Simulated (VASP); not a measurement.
# BiAsS (P4/nmm) in VASP: single point with PBE

Aim: the single point of BiAsS with PBE.

Everything below comes from runs of VASP 6.6.1. Logs are shortened: lines on timing, memory, paths and dates and some standing lists are left out, and cuts for length are marked.

## Step 1: The cell of the first run

Symmetry: P4/nmm, No. 129, tetragonal system. Conventional cell: a = 5.479 Å, b = 5.479 Å, c = 5.233 Å, α = 90.00°, β = 90.00°, γ = 90.00°. Within 4.0 Å of Bi (site symmetry 4mm) lie 4 As at 3.01 Å and 4 S at 3.06 Å. As (site symmetry -4m2) has 2 S at 2.62 Å and 4 Bi at 3.01 Å within 3.5 Å. S (site symmetry -4m2) has 2 As at 2.62 Å and 4 Bi at 3.06 Å within 3.5 Å.

## Step 2: Single point, PBE

INCAR

```
PREC = Accurate
ENCUT = 500
EDIFF = 1E-6
ISMEAR = 0
SIGMA = 0.2
LREAL = F
LASPH = T
NELM = 120
ALGO = Normal
ISIF = 2
LWAVE = F
LCHARG = T
GGA = PE
LELF = T
LVHAR = T
NBANDS = 64
GGA_COMPAT = F
```

KPOINTS

```
regular mesh
0
Gamma
  4 4 2
```

POSCAR

```
BiAsS
1.0
    5.4785548477      0.0000000000      0.0000000000
    0.0000000000      5.4785548477      0.0000000000
    0.0000000000      0.0000000000     10.4664054271
Bi As S
4 4 4
Direct
    0.5000000000      0.0000000000      0.1202430792
    0.5000000000      0.0000000000      0.6202430792
    0.0000000000      0.5000000000      0.3797569208
    0.0000000000      0.5000000000      0.8797569208
    0.5000000000      0.5000000000      0.5000000000
    0.5000000000      0.5000000000      0.0000000000
    0.0000000000      0.0000000000      0.0000000000
    0.0000000000      0.0000000000      0.5000000000
    0.5000000000      0.5000000000      0.2500000000
    0.5000000000      0.5000000000      0.7500000000
    0.0000000000      1.0000000000      0.2500000000
    0.0000000000      1.0000000000      0.7500000000
```

Potentials or basis: VASP PAW PBE potentials, release 64 (Bi_d, As, S).

Command:

```bash
$ cat potpaw_PBE.64/Bi_d/POTCAR potpaw_PBE.64/As/POTCAR potpaw_PBE.64/S/POTCAR > POTCAR
$ mpirun -np 1 vasp_std > vasp.out
```

OUTCAR:

```text
PREC = Accurate
   ENCUT = 500
   EDIFF = 1E-6
   ISMEAR = 0
   LREAL = F
   LASPH = T
   NELM = 120
   ISIF = 2
   GGA = PE

 ion  position               nearest neighbor table
   1  0.500  0.000  0.120-   6 3.01   7 3.01   6 3.01   7 3.01   9 3.06   9 3.06  11 3.06  11 3.06

   2  0.500  0.000  0.620-   5 3.01   8 3.01   5 3.01   8 3.01  10 3.06  10 3.06  12 3.06  12 3.06

   3  0.000  0.500  0.380-   5 3.01   8 3.01   8 3.01   5 3.01   9 3.06  11 3.06  11 3.06   9 3.06

   4  0.000  0.500  0.880-   6 3.01   7 3.01   7 3.01   6 3.01  10 3.06  12 3.06  12 3.06  10 3.06

   5  0.500  0.500  0.500-   9 2.62  10 2.62   2 3.01   3 3.01   2 3.01   3 3.01
   6  0.500  0.500  0.000-   9 2.62  10 2.62   1 3.01   4 3.01   1 3.01   4 3.01
   7  0.000  0.000  0.000-  11 2.62  12 2.62   1 3.01   4 3.01   4 3.01   1 3.01
   8  0.000  0.000  0.500-  11 2.62  12 2.62   2 3.01   3 3.01   3 3.01   2 3.01
   9  0.500  0.500  0.250-   5 2.62   6 2.62   1 3.06   3 3.06   1 3.06   3 3.06
  10  0.500  0.500  0.750-   5 2.62   6 2.62   2 3.06   4 3.06   2 3.06   4 3.06
  11  0.000  0.000  0.250-   7 2.62   8 2.62   1 3.06   3 3.06   3 3.06   1 3.06
  12  0.000  0.000  0.750-   7 2.62   8 2.62   2 3.06   4 3.06   4 3.06   2 3.06

  LATTYP: Found a simple tetragonal cell.
 ALAT       =     5.4785548477
 C/A-ratio  =     1.9104318051

  Lattice vectors:

 A1 = (   5.4785548477,   0.0000000000,   0.0000000000)
 A2 = (   0.0000000000,   5.4785548477,   0.0000000000)
 A3 = (   0.0000000000,   0.0000000000,  10.4664054271)

Analysis of symmetry for initial positions (statically):
=====================================================================
 Subroutine PRICEL returns following result:

  LATTYP: Found a simple tetragonal cell.
 ALAT       =     5.4785548477
 C/A-ratio  =     0.9552159026

  Lattice vectors:

 A1 = (   5.4785548477,   0.0000000000,   0.0000000000)
 A2 = (   0.0000000000,   5.4785548477,   0.0000000000)
 A3 = (   0.0000000000,   0.0000000000,   5.2332027135)

   2 primitive cells build up your supercell.

 Routine SETGRP: Setting up the symmetry group for a
 simple tetragonal supercell.

 Subroutine GETGRP returns: Found 16 space group operations
 (whereof  8 operations were pure point group operations)
 out of a pool of 16 trial point group operations.

The static configuration has the point symmetry D_2d.
 The point group associated with its full space group is D_4h.

Analysis of symmetry for dynamics (positions and initial velocities):
=====================================================================
 Subroutine PRICEL returns following result:

  LATTYP: Found a simple tetragonal cell.
 ALAT       =     5.4785548477
 C/A-ratio  =     0.9552159026

  Lattice vectors:

 A1 = (   5.4785548477,   0.0000000000,   0.0000000000)
 A2 = (   0.0000000000,   5.4785548477,   0.0000000000)
 A3 = (   0.0000000000,   0.0000000000,   5.2332027135)

   2 primitive cells build up your supercell.

 Routine SETGRP: Setting up the symmetry group for a
 simple tetragonal supercell.

 Subroutine GETGRP returns: Found 16 space group operations
 (whereof  8 operations were pure point group operations)
 out of a pool of 16 trial point group operations.

The dynamic configuration has the point symmetry D_2d.
 The point group associated with its full space group is D_4h.

 Subroutine INISYM returns: Found 16 space group operations
 (whereof  8 operations are pure point group operations),
 and found     2 'primitive' translations

----------------------------------------------------------------------------------------

                                     Primitive cell

  volume of cell :     157.0723

  direct lattice vectors                    reciprocal lattice vectors
     5.478554848  0.000000000  0.000000000     0.182529887  0.000000000  0.000000000
     0.000000000  5.478554848  0.000000000     0.000000000  0.182529887  0.000000000
     0.000000000  0.000000000  5.233202714     0.000000000  0.000000000  0.191087572

  length of vectors
     5.478554848  5.478554848  5.233202714     0.182529887  0.182529887  0.191087572

  position of ions in fractional coordinates (direct lattice)
     0.500000000  0.000000000  0.240486158
     0.000000000  0.500000000  0.759513842
     0.500000000  0.500000000  0.000000000
     0.000000000  0.000000000  0.000000000
     0.500000000  0.500000000  0.500000000
     0.000000000  0.000000000  0.500000000

  ion indices of the primitive-cell ions
   primitive index   ion index
                 1           1
                 2           4
                 3           6
                 4           7
                 5           9
                 6          11

----------------------------------------------------------------------------------------

 KPOINTS: regular mesh

Automatic generation of k-mesh.
 Grid dimensions read from file:
 generate k-points for:    4    4    2

 Generating k-lattice:

  Cartesian coordinates                     Fractional coordinates (reciprocal lattice)
     0.045632472  0.000000000  0.000000000     0.250000000  0.000000000  0.000000000
     0.000000000  0.045632472  0.000000000     0.000000000  0.250000000  0.000000000
     0.000000000  0.000000000  0.047771893     0.000000000  0.000000000  0.500000000

  Length of vectors
     0.045632472  0.045632472  0.047771893

  Shift w.r.t. Gamma in fractional coordinates (k-lattice)
     0.000000000  0.000000000  0.000000000

 Subroutine IBZKPT returns following result:
 ===========================================

 Found     12 irreducible k-points:

 Following reciprocal coordinates:
            Coordinates               Weight
  0.000000  0.000000  0.000000      1.000000
  0.250000  0.000000  0.000000      4.000000
  0.500000  0.000000  0.000000      2.000000
  0.250000  0.250000  0.000000      4.000000
  0.500000  0.250000  0.000000      4.000000
  0.500000  0.500000  0.000000      1.000000
  0.000000  0.000000  0.500000      1.000000
  0.250000  0.000000  0.500000      4.000000
  0.500000  0.000000  0.500000      2.000000
  0.250000  0.250000  0.500000      4.000000
  0.500000  0.250000  0.500000      4.000000
  0.500000  0.500000  0.500000      1.000000
   k-points           NKPTS =     12   k-points in BZ     NKDIM =     12   number of bands    NBANDS=     64
   number of dos      NEDOS =    301   number of ions     NIONS =     12
   total plane-waves  NPLWV = 128000
   dimension x,y,z NGX =    40 NGY =   40 NGZ =   80
   dimension x,y,z NGXF=    80 NGYF=   80 NGZF=  160
   ions per type =               4   4   4
   NGX,Y,Z   is equivalent  to a cutoff of  12.14, 12.14, 12.71 a.u.
   NGXF,Y,Z  is equivalent  to a cutoff of  24.28, 24.28, 25.41 a.u.
 SYSTEM =  unknown system
   PREC   = accura    normal or accurate (medium, high low for compatibility)
   ISTART =      0    job   : 0-new  1-cont  2-samecut
   ICHARG =      2    charge: 1-file 2-atom 10-const
   ISPIN  =      1    spin polarized calculation?
   LNONCOLLINEAR =      F non collinear calculations
   LSORBIT =      F    spin-orbit coupling
   LASPH  =      T    aspherical Exc in radial PAW
   ENCUT  =  500.0 eV  36.75 Ry    6.06 a.u.   9.99  9.99 19.08*2*pi/ulx,y,z
   NELM   =    120;   NELMIN=  2; NELMDL= -5     # of ELM steps
   EDIFF  = 0.1E-05   stopping-criterion for ELM
   LREAL  =      F    real-space projection
   EDIFFG = 0.1E-04   stopping-criterion for IOM
   NSW    =      0    number of steps for IOM
   IBRION =     -1    ionic relax: 0-MD 1-quasi-New 2-CG
   NFREE  =      0    steps in history (QN), initial steepest desc. (CG)
   ISIF   =      2    stress and relaxation
   ISYM   =      2    0-nonsym 1-usesym 2-fastsym
   POTIM  = 0.5000    time-step for ionic-motion
   TEBEG  =    0.0;   TEEND  =   0.0 temperature during run
   PSTRESS=    0.0 pullay stress
   NELECT =     104.0000    total number of electrons
   NUPDOWN=      -1.0000    fix difference up-down
   EMIN   =  10.00;   EMAX   =-10.00  energy-range for DOS
   EFERMI =   0.00;   METHOD = LEGACY
   ISMEAR =     0;   SIGMA  =   0.20  broadening in eV -4-tet -1-fermi 0-gaus
   EFERMI_NEDOS =   21; number of points for ismear=-14 and -15
   IALGO  =     38    algorithm
   IMIX   =      4    mixing-type and parameters
     AMIX     =   0.40;   BMIX     =  1.00
     AMIX_MAG =   1.60;   BMIX_MAG =  1.00
  volume/ion in A,a.u.               =      26.18       176.66
  Fermi-wavevector in a.u.,A,eV,Ry     =   1.132512  2.140137 17.450602  1.282583
  Thomas-Fermi vector in A             =   2.269213
   LORBIT       =      0    0 simple, 1 ext, 2 COOP (PROOUT), +10 PAW based schemes
   GGA     = PE    functional components
   LHFCALC =     F    Hartree Fock is set to
   AEXX    =    0.0000 exact exchange contribution
   IVDW    =     0    specifies the selected vdW correction
   LEPSILON=     F    determine dielectric tensor
   LRPA    =     F    only Hartree local field effects (RPA)
 non-spin polarized calculation
 Gauss-broadening in eV      SIGMA  =   0.20
  energy-cutoff  :      500.00
  volume of cell :      314.14
 maximum number of plane-waves:      8002
 NGX is ok and might be reduce to    40
   NGX = 19   NGY = 19   NGZ = 39

 number of electron     103.9999967 magnetization

 Free energy of the ion-electron system (eV)
  ---------------------------------------------------
  ext. energy  EPLUGINS =         0.00000000
  ---------------------------------------------------
  free energy    TOTEN  =       -49.20123906 eV

  energy without entropy =      -49.06017708  energy(sigma->0) =      -49.13070807

 E-fermi :   5.3562     XC(G=0):  -9.5263

 val. band max:        5.3345788062   @ k =   0.2500   0.2500   0.0000
 cond. band min:       5.4278954715   @ k =   0.5000   0.5000   0.0000
 fundamental gap:      0.0933166653
 Fermi energy:         5.3561686120

 k-point     1 :       0.0000    0.0000    0.0000
  band No.  band energies     occupation
      1     -17.9723      2.00000
      2     -17.9657      2.00000
      3     -17.9627      2.00000
      4     -17.9565      2.00000
      5     -17.9485      2.00000
      6     -17.9455      2.00000
[... 56 lines left out ...]
     63       9.7966      0.00000
     64       9.8167      0.00000

 k-point     2 :       0.2500    0.0000    0.0000
  band No.  band energies     occupation
      1     -17.9684      2.00000
      2     -17.9638      2.00000
      3     -17.9617      2.00000
      4     -17.9572      2.00000
      5     -17.9475      2.00000
      6     -17.9460      2.00000
[... 56 lines left out ...]
     63       9.2656      0.00000
     64       9.2763      0.00000

 k-point     3 :       0.5000    0.0000    0.0000
  band No.  band energies     occupation
      1     -17.9614      2.00000
      2     -17.9614      2.00000
      3     -17.9612      2.00000
      4     -17.9612      2.00000
      5     -17.9461      2.00000
      6     -17.9461      2.00000
[... 592 lines left out ...]
     63       8.4253      0.00000
     64       8.4259      0.00000

 k-point    12 :       0.5000    0.5000    0.5000
  band No.  band energies     occupation
      1     -17.9577      2.00000
      2     -17.9577      2.00000
      3     -17.9577      2.00000
      4     -17.9577      2.00000
      5     -17.9452      2.00000
      6     -17.9452      2.00000
[... 56 lines left out ...]
     63       8.5533      0.00000
     64       8.5535      0.00000

------------------------ aborting loop because EDIFF is reached ----------------------------------------

  FORCE on cell =-STRESS in cart. coord.  units (eV):
  Direction    XX          YY          ZZ          XY          YZ          ZX
  --------------------------------------------------------------------------------------
  -------------------------------------------------------------------------------------
  Total       -1.3082825     -1.3082825      4.9315065      0.0000000     -0.0000000      0.0000000
  in kB       -6.6724072     -6.6724072     25.1513098      0.0000000     -0.0000000      0.0000000
  external PRESSURE =       3.9354984 kB  Pullay stress =       0.0000000 kB

 VOLUME and BASIS-vectors are now :
 -----------------------------------------------------------------------------
  energy-cutoff  :      500.00
  volume of cell :      314.14
      direct lattice vectors                 reciprocal lattice vectors
     5.478554848  0.000000000  0.000000000     0.182529887  0.000000000  0.000000000
     0.000000000  5.478554848  0.000000000     0.000000000  0.182529887  0.000000000
     0.000000000  0.000000000 10.466405427     0.000000000  0.000000000  0.095543786

 POSITION                                       TOTAL-FORCE (eV/Angst)
 -----------------------------------------------------------------------------------
      2.73928      0.00000      1.25851        -0.000000     -0.000000      0.111133
      2.73928      0.00000      6.49172         0.000000     -0.000000      0.111133
      0.00000      2.73928      3.97469        -0.000000     -0.000000     -0.111133
      0.00000      2.73928      9.20789        -0.000000      0.000000     -0.111133
      2.73928      2.73928      5.23320        -0.000000      0.000000      0.000000
      2.73928      2.73928      0.00000        -0.000000     -0.000000      0.000000
      0.00000      0.00000      0.00000         0.000000      0.000000     -0.000000
      0.00000      0.00000      5.23320         0.000000     -0.000000     -0.000000
      2.73928      2.73928      2.61660        -0.000000     -0.000000     -0.000000
      2.73928      2.73928      7.84980        -0.000000     -0.000000     -0.000000
      0.00000      0.00000      2.61660         0.000000      0.000000     -0.000000
      0.00000      0.00000      7.84980         0.000000      0.000000     -0.000000
 -----------------------------------------------------------------------------------
    total drift:                               -0.000000      0.000000      0.000000

  FREE ENERGIE OF THE ION-ELECTRON SYSTEM (eV)
  ---------------------------------------------------
  free  energy   TOTEN  =       -49.2012390586 eV

  energy  without entropy=      -49.0601770779  energy(sigma->0) =      -49.13070807
```

Run time: 6.9 min. Hardware: 1 thread of Oxide Virtual Turin-like, shared host; peak memory 0.42 GiB.

What came out:

| Property | Result |
| --- | --- |
| Free energy | -49.2012 eV |
| Pressure | 0.4 GPa |
| Largest force | 0.111 eV/Å |
| Band gap on the k mesh | zero (bands 52 and 53 overlap by 0.84 eV) |

Forces on the atoms (eV/Å):
```
Bi   0.000  0.000  0.111
Bi   0.000  0.000  0.111
Bi   0.000  0.000 -0.111
Bi   0.000  0.000 -0.111
As   0.000  0.000  0.000
As   0.000  0.000  0.000
As   0.000  0.000  0.000
As   0.000  0.000  0.000
S    0.000  0.000  0.000
S    0.000  0.000  0.000
S    0.000  0.000  0.000
S    0.000  0.000  0.000
```

Caveat: spin-orbit coupling is left out, which moves the levels of the heavy elements.

The gap in the log of VASP goes by the Fermi energy; the results here count the filled bands.